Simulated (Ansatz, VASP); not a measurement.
# KI in VASP and in Ansatz

Contents of POSCAR:

```
KI
1.0
    4.2911966600      0.0000000000      0.0000000000
    0.0000000000      4.2911966600      0.0000000000
    0.0000000000      0.0000000000      4.2911966600
I K
1 1
Direct
    0.5000000000      0.5000000000      0.5000000000
    0.0000000000      0.0000000000      0.0000000000
```

The input INCAR.step1:

```
SYSTEM = KI
  ALGO = Normal
  EDIFF = 1E-5
  ENCUT = 520
  GGA = PE
  ISIF = 2
  ISMEAR = -1
  LASPH = .True.
  LCHARG = .False.
  LREAL = .False.
  LWAVE = .True.
  NBANDS = 15
  NELM = 80
  PREC = Accurate
  SIGMA = 0.05
```

The input INCAR.step2:

```
SYSTEM = KI
  AEXX = 0.25
  ALGO = Normal
  EDIFF = 1E-7
  ENCUT = 520
  GGA = PE
  HFSCREEN = 0.2
  ISIF = 2
  ISMEAR = -1
  ISTART = 1
  LASPH = .True.
  LCHARG = .False.
  LHFCALC = .True.
  LREAL = .False.
  LWAVE = .False.
  NBANDS = 15
  NELM = 80
  PREC = Accurate
  PRECFOCK = Normal
  SIGMA = 0.05
```

The input KPOINTS:

```
k-points
0
Gamma
  3 3 3
  0 0 0
```

input.yaml

```yaml
crystal:
  lattice:
    - [4.29119666, 0.0, 0.0]
    - [0.0, 4.29119666, 0.0]
    - [0.0, 0.0, 4.29119666]
  atoms:
    - { symbol: I, position: [0.5, 0.5, 0.5] }
    - { symbol: K, position: [0.0, 0.0, 0.0] }
hamiltonian:
  xc: { exchange: pbe, correlation: pbe, exx: { coeff: 0.25, omega: 0.2 } }
  pseudopotentials: { kind: paw }
kpoints:
  mp_grid: { grid: [3, 3, 3] }
scf:
  occupations: { method: fermi_dirac, width: 0.05 }
output:
  forces: true
  stress: true
  eigenvalues: true
```

Alike in both runs: task single point; functional PBE-based screened hybrid with a share of 0.25 of exact exchange and HFSCREEN = 0.2; k mesh 3 × 3 × 3; occupations fermi-dirac, width 0.05 eV; no spin polarisation.

|  | VASP | Ansatz |
| --- | --- | --- |
| version | VASP 6.6.1 | Ansatz 0.2.0 |
| potentials or method | VASP PAW PBE potentials, release 64 (I, K_sv) | Ansatz PAW |
| plane-wave cutoff (eV) | 520 | 420 |
| valence electrons in the cell | 16 | 26 |

Ansatz gave:

- gap on the k mesh at the Fermi level (eV): 4.48
- least direct gap on the mesh (eV): 4.73
- pressure (GPa): 0.5

Question: Estimate VASP's values.

Answer: gap on the k mesh at the Fermi level (eV): 4.47; least direct gap on the mesh (eV): 4.72; pressure (GPa): 0.5.

VASP's potentials were made for PBE, not for PBE-based screened hybrid. VASP's potentials hold 16 valence electrons a cell and Ansatz's 26, so a difference there can come from the potentials and not from the codes.

The k mesh is coarse, so the values compare programs but aren't converged. Neither program's run includes spin-orbit coupling. Noted on Ansatz's run: odd divisions of the mesh miss points on the zone boundary, where band edges often lie, so the gap on the mesh can be too wide.
